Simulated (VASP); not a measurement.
# Cu3O2: single point with LDA

Cu3O2:

```xyz
5
Lattice="-1.9746 1.9746 3.6842 1.9746 -1.9746 3.6842 1.9746 1.9746 -3.6842" Properties=species:S:1:pos:R:3 pbc="T T T"
Cu    1.9746    0.0000    1.8421
Cu    0.0000    1.9746    1.8421
Cu    0.0000    0.0000    0.0000
O     1.9746    0.0000    0.0000
O     0.0000    1.9746    0.0000
```

```json
{
  "Program": "VASP 6.6.1",
  "Task": "single point",
  "Functional": "LDA",
  "Potentials or basis": "VASP PAW LDA potentials, release 64 (Cu, O)",
  "Cutoff": "520 eV",
  "k mesh": "14 × 14 × 14",
  "Occupations": "gaussian, width 0.15 eV",
  "Spin": "no spin polarisation",
  "Dipole correction": "no",
  "Further INCAR settings": "ALGO = Normal; EDIFF = 1e-07; NBANDS = 30"
}
```

| Quantity | Value |
| --- | --- |
| Pressure | -7.3 GPa |
| Band gap on the k mesh | zero (an odd number of electrons rules out a gap without spin polarisation) |

Stress tensor (GPa, compression positive):
```
 -4.15   0.00   0.00
  0.00  -4.15   0.00
  0.00   0.00 -13.70
```

Levels at points of the mesh, in eV from the Fermi level:
```csv
k point,band 20,band 21,band 22,band 23,band 24,band 25,band 26,band 27
"(0.00, 0.00, 0.00)",-1.51,-0.91,-0.91,0.38,0.43,5.17,5.17,7.05
"(0.50, 0.00, 0.00)",-1.38,-0.99,-0.57,-0.23,2.74,3.20,8.29,8.36
"(0.50, 0.50, 0.00)",-0.54,-0.41,-0.24,0.32,1.43,3.61,3.68,7.58
"(0.50, 0.50, 0.50)",-1.51,-1.35,-0.37,-0.37,3.56,4.56,6.33,6.33
```

Run time: 4.3 min on 1 thread of Intel(R) Xeon(R) 6975P-C (Granite Rapids) (shared host), peak memory 0.42 GiB.

Caveat: the cell stands under tension; an odd number of electrons without spin polarisation forces a metal; a magnetic or distorted state may lie lower. With open d or f shells a metallic result of LDA can be an artefact of self-interaction; +U or a hybrid may open a gap.
